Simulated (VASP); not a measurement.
# SiC (P6_3mc) in VASP: further runs

SiC is run at these levels: LDA; tasks: single point, relaxation of cell and atoms.

Program: VASP 6.6.1. These are calculated values, not measurements. Logs are shortened: lines on timing, memory, paths and dates and some standing lists are left out, and cuts for length are marked.

**1. The cell of the first run**

It takes space group P6_3mc (No. 186, hexagonal). Conventional cell: a = 3.059 Å, b = 3.059 Å, c = 15.011 Å, α = 90.00°, β = 90.00°, γ = 120.00°. Si (site symmetry 3m) has 4 C at 1.87 to 1.88 Å within 2.5 Å. Within 2.5 Å of Si (site symmetry 3m) lie 4 C at 1.87 to 1.88 Å. Si (site symmetry 3m) has 4 C at 1.87 to 1.88 Å within 2.5 Å. C (site symmetry 3m) has 4 Si at 1.87 to 1.88 Å within 2.5 Å. C (site symmetry 3m) has 4 Si at 1.87 to 1.88 Å within 2.5 Å. C (site symmetry 3m) has 4 Si at 1.87 to 1.88 Å within 2.5 Å.

**2. Single point, LDA**

Input file INCAR:

```
  PREC = Accurate
  ENCUT = 520
  EDIFF = 1E-6
  ISMEAR = 0
  SIGMA = 0.02
  LREAL = False
  LASPH = True
  NELM = 100
  ALGO = Normal
  ISIF = 2
  LWAVE = False
  LCHARG = False
  GGA = CA
  NBANDS = 36
```

Input file KPOINTS:

```
Automatic mesh
0
Gamma
  12 12 2
```

Input file POSCAR:

```
SiC
1.0
    3.0593060748      0.0000000029      0.0000000000
   -1.5296530399      2.6494367773      0.0000000000
    0.0000000000      0.0000000000     15.0110868417
Si C
6 6
Direct
    0.3333333333      0.6666666667      0.8329911653
    0.6666666667      0.3333333333      0.3329911653
    0.6666666667      0.3333333333      0.6665017205
    0.3333333333      0.6666666667      0.1665017205
    0.0000000000      0.0000000000      0.4997235376
    0.0000000000      0.0000000000      0.9997235376
    0.0000000000      0.0000000000      0.8743704420
    0.0000000000      0.0000000000      0.3743704420
    0.3333333333      0.6666666667      0.7080028150
    0.6666666667      0.3333333333      0.2080028150
    0.6666666667      0.3333333333      0.5415113195
    0.3333333333      0.6666666667      0.0415113195
```

Potentials or basis: VASP PAW LDA potentials, release 64 (Si, C).

Run with:

```bash
cat potpaw_LDA.64/Si/POTCAR potpaw_LDA.64/C/POTCAR > POTCAR
mpirun -np 1 vasp_std > vasp.out
```

OUTCAR:

```text
PREC = Accurate
   ENCUT = 520
   EDIFF = 1E-6
   ISMEAR = 0
   LREAL = False
   LASPH = True
   NELM = 100
   ISIF = 2
   GGA = CA

 ion  position               nearest neighbor table
   1  0.333  0.667  0.833-   7 1.87   7 1.87   7 1.87   9 1.88   3 3.06   3 3.06   3 3.06   6 3.06
                             6 3.06   6 3.06
   2  0.667  0.333  0.333-   8 1.87   8 1.87   8 1.87  10 1.88   4 3.06   4 3.06   4 3.06   5 3.06
                             5 3.06   5 3.06
   3  0.667  0.333  0.667-   9 1.87   9 1.87   9 1.87  11 1.88   1 3.06   1 3.06   1 3.06   5 3.06
                             5 3.06   5 3.06
   4  0.333  0.667  0.167-  10 1.87  10 1.87  10 1.87  12 1.88   2 3.06   2 3.06   2 3.06   6 3.06
                             6 3.06   6 3.06
   5  0.000  0.000  0.500-  11 1.87  11 1.87  11 1.87   8 1.88   2 3.06   2 3.06   2 3.06   3 3.06
                             3 3.06   3 3.06
   6  0.000  0.000  1.000-  12 1.87  12 1.87  12 1.87   7 1.88   1 3.06   1 3.06   1 3.06   4 3.06
                             4 3.06   4 3.06
   7  0.000  0.000  0.874-   1 1.87   1 1.87   1 1.87   6 1.88
   8  0.000  0.000  0.374-   2 1.87   2 1.87   2 1.87   5 1.88
   9  0.333  0.667  0.708-   3 1.87   3 1.87   3 1.87   1 1.88
  10  0.667  0.333  0.208-   4 1.87   4 1.87   4 1.87   2 1.88
  11  0.667  0.333  0.542-   5 1.87   5 1.87   5 1.87   3 1.88
  12  0.333  0.667  0.042-   6 1.87   6 1.87   6 1.87   4 1.88

  LATTYP: Found a hexagonal cell.
 ALAT       =     3.0593060748
 C/A-ratio  =     4.9066966412

  Lattice vectors:

 A1 = (   3.0593060748,   0.0000000029,   0.0000000000)
 A2 = (  -1.5296530399,   2.6494367773,   0.0000000000)
 A3 = (   0.0000000000,   0.0000000000,  15.0110868417)

Analysis of symmetry for initial positions (statically):
=====================================================================
 Subroutine PRICEL returns:
 Original cell was already a primitive cell.

 Routine SETGRP: Setting up the symmetry group for a
 hexagonal supercell.

 Subroutine GETGRP returns: Found 12 space group operations
 (whereof  6 operations were pure point group operations)
 out of a pool of 24 trial point group operations.

The static configuration has the point symmetry C_3v.
 The point group associated with its full space group is C_6v.

Analysis of symmetry for dynamics (positions and initial velocities):
=====================================================================
 Subroutine PRICEL returns:
 Original cell was already a primitive cell.

 Routine SETGRP: Setting up the symmetry group for a
 hexagonal supercell.

 Subroutine GETGRP returns: Found 12 space group operations
 (whereof  6 operations were pure point group operations)
 out of a pool of 24 trial point group operations.

The dynamic configuration has the point symmetry C_3v.
 The point group associated with its full space group is C_6v.

 Subroutine INISYM returns: Found 12 space group operations
 (whereof  6 operations are pure point group operations),
 and found     1 'primitive' translations

----------------------------------------------------------------------------------------

                                     Primitive cell

  volume of cell :     121.6714

  direct lattice vectors                    reciprocal lattice vectors
     3.059306075  0.000000003  0.000000000     0.326871511  0.188719355  0.000000000
    -1.529653040  2.649436777  0.000000000    -0.000000000  0.377438710  0.000000000
     0.000000000  0.000000000 15.011086842     0.000000000  0.000000000  0.066617428

  length of vectors
     3.059306075  3.059306075 15.011086842     0.377438710  0.377438710  0.066617428

  position of ions in fractional coordinates (direct lattice)
     0.333333333  0.666666667  0.832991165
     0.666666667  0.333333333  0.332991165
     0.666666667  0.333333333  0.666501721
     0.333333333  0.666666667  0.166501721
     0.000000000  0.000000000  0.499723538
     0.000000000  0.000000000  0.999723538
     0.000000000  0.000000000  0.874370442
     0.000000000  0.000000000  0.374370442
     0.333333333  0.666666667  0.708002815
     0.666666667  0.333333333  0.208002815
     0.666666667  0.333333333  0.541511320
     0.333333333  0.666666667  0.041511320

  ion indices of the primitive-cell ions
   primitive index   ion index
                 1           1
                 2           2
                 3           3
                 4           4
                 5           5
                 6           6
                 7           7
                 8           8
                 9           9
                10          10
                11          11
                12          12

----------------------------------------------------------------------------------------

 KPOINTS: Automatic mesh

Automatic generation of k-mesh.
 Grid dimensions read from file:
 generate k-points for:   12   12    2

 Generating k-lattice:

  Cartesian coordinates                     Fractional coordinates (reciprocal lattice)
     0.027239293  0.015726613  0.000000000     0.083333333 -0.000000000  0.000000000
    -0.000000000  0.031453226  0.000000000     0.000000000  0.083333333  0.000000000
     0.000000000  0.000000000  0.033308714     0.000000000  0.000000000  0.500000000

  Length of vectors
     0.031453226  0.031453226  0.033308714

  Shift w.r.t. Gamma in fractional coordinates (k-lattice)
     0.000000000  0.000000000  0.000000000

 Subroutine IBZKPT returns following result:
 ===========================================

 Found     38 irreducible k-points:

 Following reciprocal coordinates:
            Coordinates               Weight
  0.000000  0.000000  0.000000      1.000000
  0.083333  0.000000  0.000000      6.000000
  0.166667  0.000000  0.000000      6.000000
  0.250000  0.000000  0.000000      6.000000
  0.333333 -0.000000  0.000000      6.000000
  0.416667  0.000000  0.000000      6.000000
[... 16 lines left out ...]
  0.250000  0.000000  0.500000      6.000000
  0.333333 -0.000000  0.500000      6.000000
 [... further k-points ...]
   k-points           NKPTS =     38   k-points in BZ     NKDIM =     38   number of bands    NBANDS=     36
   number of dos      NEDOS =    301   number of ions     NIONS =     12
   total plane-waves  NPLWV =  64512
   dimension x,y,z NGX =    24 NGY =   24 NGZ =  112
   dimension x,y,z NGXF=    48 NGYF=   48 NGZF=  224
   ions per type =               6   6
   NGX,Y,Z   is equivalent  to a cutoff of  13.04, 13.04, 12.40 a.u.
   NGXF,Y,Z  is equivalent  to a cutoff of  26.08, 26.08, 24.81 a.u.
 SYSTEM =  unknown system
   PREC   = accura    normal or accurate (medium, high low for compatibility)
   ISTART =      0    job   : 0-new  1-cont  2-samecut
   ICHARG =      2    charge: 1-file 2-atom 10-const
   ISPIN  =      1    spin polarized calculation?
   LNONCOLLINEAR =      F non collinear calculations
   LSORBIT =      F    spin-orbit coupling
   LASPH  =      T    aspherical Exc in radial PAW
   ENCUT  =  520.0 eV  38.22 Ry    6.18 a.u.   5.69  5.69 27.91*2*pi/ulx,y,z
   NELM   =    100;   NELMIN=  2; NELMDL= -5     # of ELM steps
   EDIFF  = 0.1E-05   stopping-criterion for ELM
   LREAL  =      F    real-space projection
   EDIFFG = 0.1E-04   stopping-criterion for IOM
   NSW    =      0    number of steps for IOM
   IBRION =     -1    ionic relax: 0-MD 1-quasi-New 2-CG
   NFREE  =      0    steps in history (QN), initial steepest desc. (CG)
   ISIF   =      2    stress and relaxation
   ISYM   =      2    0-nonsym 1-usesym 2-fastsym
   POTIM  = 0.5000    time-step for ionic-motion
   TEBEG  =    0.0;   TEEND  =   0.0 temperature during run
   PSTRESS=    0.0 pullay stress
   NELECT =      48.0000    total number of electrons
   NUPDOWN=      -1.0000    fix difference up-down
   EMIN   =  10.00;   EMAX   =-10.00  energy-range for DOS
   EFERMI =   0.00;   METHOD = LEGACY
   ISMEAR =     0;   SIGMA  =   0.02  broadening in eV -4-tet -1-fermi 0-gaus
   EFERMI_NEDOS =   21; number of points for ismear=-14 and -15
   IALGO  =     38    algorithm
   IMIX   =      4    mixing-type and parameters
     AMIX     =   0.40;   BMIX     =  1.00
     AMIX_MAG =   1.60;   BMIX_MAG =  1.00
  volume/ion in A,a.u.               =      10.14        68.42
  Fermi-wavevector in a.u.,A,eV,Ry     =   1.200676  2.268948 19.614458  1.441622
  Thomas-Fermi vector in A             =   2.336505
   LORBIT       =      0    0 simple, 1 ext, 2 COOP (PROOUT), +10 PAW based schemes
   GGA     = CA    functional components
   LHFCALC =     F    Hartree Fock is set to
   AEXX    =    0.0000 exact exchange contribution
   IVDW    =     0    specifies the selected vdW correction
   LEPSILON=     F    determine dielectric tensor
   LRPA    =     F    only Hartree local field effects (RPA)
 non-spin polarized calculation
 Gauss-broadening in eV      SIGMA  =   0.02
  energy-cutoff  :      520.00
  volume of cell :      121.67
 maximum number of plane-waves:      3319
 NGX is ok and might be reduce to    24
   NGX = 11   NGY = 11   NGZ = 55

 number of electron      47.9999996 magnetization

 Free energy of the ion-electron system (eV)
  ---------------------------------------------------
  ext. energy  EPLUGINS =         0.00000000
  ---------------------------------------------------
  free energy    TOTEN  =       -99.86912575 eV

  energy without entropy =      -99.86912575  energy(sigma->0) =      -99.86912575

 E-fermi :   8.4564     XC(G=0): -11.6407

 val. band max:        8.3385029460   @ k =   0.0000   0.0000   0.0000
 cond. band min:      10.3043210115   @ k =   0.5000   0.0000   0.0000
 fundamental gap:      1.9658180655
 Fermi energy:         8.4563636774

 k-point     1 :       0.0000    0.0000    0.0000
  band No.  band energies     occupation
      1      -7.1886      2.00000
      2      -6.6565      2.00000
      3      -6.6208      2.00000
      4      -5.0882      2.00000
      5      -5.0599      2.00000
      6      -3.4943      2.00000
[... 28 lines left out ...]
     35      15.7322      0.00000
     36      15.8058      0.00000
[... 866 lines left out ...]
      6      -2.5370      2.00000
[... 28 lines left out ...]
     35      16.2458      0.00000
     36      16.2471      0.00000

 [... further k-points ...]
[... 5 lines left out ...]
  --------------------------------------------------------------------------------------
  -------------------------------------------------------------------------------------
  Total        0.2963248      0.2963248      0.3011160      0.0000000      0.0000000      0.0000000
  in kB        3.9020237      3.9020237      3.9651155      0.0000000      0.0000000      0.0000000
  external PRESSURE =       3.9230543 kB  Pullay stress =       0.0000000 kB

 VOLUME and BASIS-vectors are now :
 -----------------------------------------------------------------------------
  energy-cutoff  :      520.00
  volume of cell :      121.67
      direct lattice vectors                 reciprocal lattice vectors
     3.059306075  0.000000003  0.000000000     0.326871511  0.188719355  0.000000000
    -1.529653040  2.649436777  0.000000000    -0.000000000  0.377438710  0.000000000
     0.000000000  0.000000000 15.011086842     0.000000000  0.000000000  0.066617428

 POSITION                                       TOTAL-FORCE (eV/Angst)
 -----------------------------------------------------------------------------------
     -0.00000      1.76629     12.50410         0.000000     -0.000000     -0.001091
      1.52965      0.88315      4.99856        -0.000000      0.000000     -0.001091
      1.52965      0.88315     10.00492         0.000000     -0.000000     -0.000165
     -0.00000      1.76629      2.49937        -0.000000      0.000000     -0.000165
      0.00000      0.00000      7.50139         0.000000     -0.000000      0.001119
      0.00000      0.00000     15.00694        -0.000000      0.000000      0.001119
      0.00000      0.00000     13.12525        -0.000000      0.000000     -0.000027
      0.00000      0.00000      5.61971         0.000000     -0.000000     -0.000027
     -0.00000      1.76629     10.62789        -0.000000      0.000000     -0.000159
      1.52965      0.88315      3.12235         0.000000     -0.000000     -0.000159
      1.52965      0.88315      8.12867         0.000000     -0.000000      0.000324
     -0.00000      1.76629      0.62313        -0.000000      0.000000      0.000324
 -----------------------------------------------------------------------------------
    total drift:                               -0.000000     -0.000000      0.000405

  FREE ENERGIE OF THE ION-ELECTRON SYSTEM (eV)
  ---------------------------------------------------
  free  energy   TOTEN  =       -99.8691257521 eV

  energy  without entropy=      -99.8691257521  energy(sigma->0) =      -99.86912575
```

Wall time 1.8 min (1 thread of Intel Xeon Platinum 8259CL at 2.50GHz (Skylake/Cascade Lake), shared host); peak memory 0.26 GiB.

Results:

```yaml
Free_energy: -99.8691 eV
Pressure: 0.4 GPa
Band_gap_on_the_k_mesh: 1.97 eV (least direct gap 3.07 eV)
```

Levels at points of the mesh, in eV from the valence-band top:
| k point | band 22 | band 23 | band 24 | band 25 | band 26 | band 27 |
| --- | --- | --- | --- | --- | --- | --- |
| (0.00, 0.00, 0.00) | -0.04 | 0.00 | 0.00 | 5.31 | 5.48 | 5.90 |
| (0.50, 0.00, 0.00) | -1.80 | -1.69 | -1.11 | 1.97 | 2.16 | 3.16 |
| (0.00, 0.00, 0.50) | -0.10 | -0.10 | -0.10 | 5.38 | 5.38 | 6.12 |
| (0.50, 0.00, 0.50) | -1.73 | -1.32 | -1.32 | 2.01 | 2.01 | 3.38 |

(Continued in part 2 of 2.)
